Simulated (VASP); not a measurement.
A run of VASP 6.6.1 is set up as follows.

The input INCAR:

```
SYSTEM = SnTe
  PREC = Accurate
  ENCUT = 520
  EDIFF = 1E-7
  ISMEAR = -1
  SIGMA = 0.05
  LREAL = .FALSE.
  LASPH = .TRUE.
  NELM = 150
  ALGO = Normal
  ISIF = 2
  LWAVE = .FALSE.
  LCHARG = .FALSE.
  LNONCOLLINEAR = .TRUE.
  MAGMOM = 0 0 0 0 0 0
  LORBIT = 11
  LSORBIT = .TRUE.
  GGA_COMPAT = .FALSE.
  LORBMOM = .TRUE.
  GGA = CA
  NBANDS = 32
```

Contents of KPOINTS:

```
regular mesh
0
G
  5 5 5
  0 0 0
```

File POSCAR:

```
SnTe
1.0
    0.0000000000      3.1508500000      3.1508500000
    3.1508500000      0.0000000000      3.1508500000
    3.1508500000      3.1508500000      0.0000000000
Te Sn
1 1
Direct
    0.5000000000      0.5000000000      0.5000000000
    0.0000000000      0.0000000000      0.0000000000
```

Potentials or basis: VASP PAW LDA potentials, release 64 (Te, Sn_d).

Command:

```sh
$ cat potpaw_LDA.64/Te/POTCAR potpaw_LDA.64/Sn_d/POTCAR > POTCAR
$ mpirun -np 1 vasp_ncl > vasp.out
```

(1) Estimate the pressure.

(2) Estimate the net moment.

Answers

(1) -1.5 GPa.

(2) 0.00 μB per cell.
